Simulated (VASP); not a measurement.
Wanted: the native input for a VASP 6.6.1 run.

```
Task                   : single point
Functional             : PBE
Potentials or basis    : VASP PAW PBE potentials, release 64 (Be, Zn, N)
Cutoff                 : 520 eV
k mesh                 : 18 × 18 × 18
Occupations            : gaussian, width 0.1 eV
Spin                   : no spin polarisation
Dipole correction      : no
Further INCAR settings : ALGO = Normal; EDIFF = 1e-07; NBANDS = 21
```

The structure of Be2ZnN2 lies in POSCAR:

```
Be2ZnN2
1.0
   -1.3682169121      1.3682169121      5.7323192710
    1.3682169121     -1.3682169121      5.7323192710
    1.3682169121      1.3682169121     -5.7323192710
Be Zn N
2 1 2
Direct
    0.3099680231      0.3099680231      0.0000000000
    0.6900319769      0.6900319769      0.0000000000
    0.0000000000      0.0000000000      0.0000000000
    0.1605904996      0.1605904996      0.0000000000
    0.8394095004      0.8394095004      0.0000000000
```

These files were run (other wordings do the same):

INCAR

```
SYSTEM = Be2ZnN2
ALGO = Normal
EDIFF = 1E-7
ENCUT = 520
GGA = PE
ISIF = 2
ISMEAR = 0
LASPH = .TRUE.
LCHARG = .FALSE.
LREAL = .FALSE.
LWAVE = .FALSE.
NBANDS = 21
NELM = 100
PREC = Accurate
SIGMA = 0.1
```

KPOINTS

```
k-points
0
G
  18 18 18
  0 0 0
```

Potentials or basis: VASP PAW PBE potentials, release 64 (Be, Zn, N).

The run is started by

```bash
$ cat potpaw_PBE.64/Be/POTCAR potpaw_PBE.64/Zn/POTCAR potpaw_PBE.64/N/POTCAR > POTCAR
$ mpirun -np 1 vasp_std > vasp.out
```

Results of the run:

```
Pressure               : 0.7 GPa
Largest force          : 0.094 eV/Å
Band gap on the k mesh : zero (bands 13 and 14 overlap by 0.25 eV)
```

Caveat: semilocal functionals underestimate gaps, and a narrow one can read as zero.

It took 14 min on 1 thread of Intel(R) Xeon(R) Platinum 8559C (Emerald Rapids) (shared host), peak memory 0.65 GiB.
